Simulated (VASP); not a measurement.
# Be2Se: single point with PBE

Crystal: Be2Se.

```
CELL_PARAMETERS angstrom
3.39631 0.00000 0.00000
0.00000 3.39631 0.00000
0.00000 0.00000 11.05476
ATOMIC_POSITIONS crystal
Be 0.50000 0.00000 0.64042
Be 0.00000 0.00000 0.50000
Be 0.00000 0.50000 0.35958
Be 0.50000 0.50000 0.50000
Be 0.50000 0.00000 0.12000
Be 0.00000 0.50000 0.88000
Se 0.50000 0.50000 0.75899
Se 0.50000 0.50000 0.24101
Se 0.00000 0.00000 0.00000
```

```yaml
Program: VASP 6.6.1
Task: single point
Functional: PBE
Potentials_or_basis: VASP PAW PBE potentials, release 64 (Be, Se)
Cutoff: 600 eV
k_mesh: 10 × 10 × 4
Occupations: gaussian, width 0.1 eV
Spin: no spin polarisation
Dipole_correction: no
Further_INCAR_settings: ALGO = Normal; EDIFF = 1e-06; NBANDS = 25
```

```json
{"Pressure": "5.2 GPa", "Largest force": "0.016 eV/Å", "Band gap on the k mesh": "zero (bands 15 and 16 overlap by 1.85 eV)"}
```

Forces in eV/Å, atoms in the order of the input:
```
Be   0.000  0.000 -0.016
Be   0.000  0.000  0.000
Be   0.000  0.000  0.016
Be   0.000  0.000  0.000
Be   0.000  0.000  0.001
Be   0.000  0.000 -0.001
Se   0.000  0.000 -0.006
Se   0.000  0.000  0.006
Se   0.000  0.000  0.000
```

Levels at points of the mesh, in eV from the Fermi level:
| k point | band 11 | band 12 | band 13 | band 14 | band 15 | band 16 | band 17 | band 18 | band 19 | band 20 |
| --- | --- | --- | --- | --- | --- | --- | --- | --- | --- | --- |
| (0.00, 0.00, 0.00) | -2.31 | -1.45 | -1.45 | -0.13 | 1.32 | 1.32 | 2.36 | 3.02 | 3.61 | 4.17 |
| (0.50, 0.00, 0.00) | -2.25 | -1.68 | -1.66 | -1.58 | -0.17 | 1.42 | 3.53 | 3.66 | 3.74 | 4.86 |
| (0.50, 0.50, 0.00) | -4.56 | -4.42 | -3.01 | -3.01 | -1.79 | -0.29 | -0.21 | 2.26 | 2.81 | 3.07 |
| (0.00, 0.00, 0.50) | -2.12 | -1.30 | -1.30 | -0.81 | 1.12 | 1.12 | 2.35 | 3.02 | 3.71 | 4.19 |
| (0.50, 0.00, 0.50) | -2.94 | -1.67 | -1.66 | -1.59 | -0.51 | 2.07 | 3.52 | 3.79 | 4.38 | 4.45 |
| (0.50, 0.50, 0.50) | -4.66 | -4.43 | -3.07 | -3.07 | -1.70 | -0.53 | 0.33 | 1.32 | 3.10 | 3.86 |

It took 5.8 min on 1 thread of Intel Xeon 8259CL, on a shared host, peak memory 0.38 GiB.

Caveat: the cell stands under pressure.
